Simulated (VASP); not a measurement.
Set up this calculation in VASP 6.6.1, as the native input.

```yaml
Task: single point
Functional: revPBE
Potentials_or_basis: VASP PAW PBE potentials, release 64 (Ta_pv)
Cutoff: 520 eV
k_mesh: 22 × 22 × 22
Occupations: fermi-dirac, width 0.1 eV
Spin: no spin polarisation
Dipole_correction: no
Further_INCAR_settings: ALGO = Normal; EDIFF = 1e-06; NBANDS = 12
```

The structure of Ta lies in POSCAR:

```
Ta
1.0
   -1.6895557844      1.6895557844      1.6895557844
    1.6895557844     -1.6895557844      1.6895557844
    1.6895557844      1.6895557844     -1.6895557844
Ta
1
Direct
    0.0000000000      0.0000000000      0.0000000000
```

One way to write it, as run:

INCAR

```
  ALGO = Normal
  EDIFF = 1E-6
  ENCUT = 520
  GGA = RE
  ISIF = 2
  ISMEAR = -1
  LASPH = True
  LCHARG = False
  LREAL = False
  LWAVE = False
  NBANDS = 12
  NELM = 60
  PREC = Accurate
  SIGMA = 0.1
```

KPOINTS

```
k-points
0
Gamma
  22 22 22
```

Potentials or basis: VASP PAW PBE potentials, release 64 (Ta_pv).

The run is started by

```sh
$ cat potpaw_PBE.64/Ta_pv/POTCAR > POTCAR
$ mpirun -np 1 vasp_std > vasp.out
```

Results of the run:

The pressure is -6.9 GPa and the band gap on the k mesh is zero (an odd number of electrons rules out a gap without spin polarisation).

Caveat: the cell stands under tension; the PAW data sets were made with another functional, which shifts forces and pressure a little; spin-orbit coupling is left out, which moves the levels of the heavy elements.

It took 57 s on 1 thread of Intel Xeon 8259CL, on a shared host, peak memory 0.2 GiB.
